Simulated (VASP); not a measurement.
Runs of VASP 6.6.1 on Re. The structure is that of space group Fm-3m (No. 225), or close to it. The cells are those of the table. This isn't the form of Re at room conditions, which is hcp.

```csv
cell,gap on the mesh (eV),pressure (GPa)
"a = 2.798 Å, angles 60.0°, 1 atom",none,-20.4
"a = 2.716 Å, angles 60.0°, 1 atom",none,12.9
"a = 2.688 Å, angles 60.0°, 1 atom",none,28.2
"a = 2.833 Å, angles 60.0°, 1 atom",none,(a)
"a = 2.771 Å, angles 60.0°, 1 atom",none,(b)
```

Alike in all rows: task single point; level PBEsol; potentials or basis VASP PAW PBE potentials, release 64 (Re); no spin polarisation; k mesh 18 × 18 × 18; cutoff (eV) 520; smearing gaussian 0.1 eV.

Task: Fill in the values left out.

Result: (a) -30.6; (b) -11.1.

Caveats: the PAW data sets were made with another functional, which shifts forces and pressure a little; spin-orbit coupling is left out, which moves the levels of the heavy elements; the cell stands under tension (at least some runs); the cell stands under pressure (at least some runs).

A k mesh can miss the band edges, and the runs leave out spin-orbit coupling on Re.

A gap of «none» marks levels without a gap at the run's occupations.
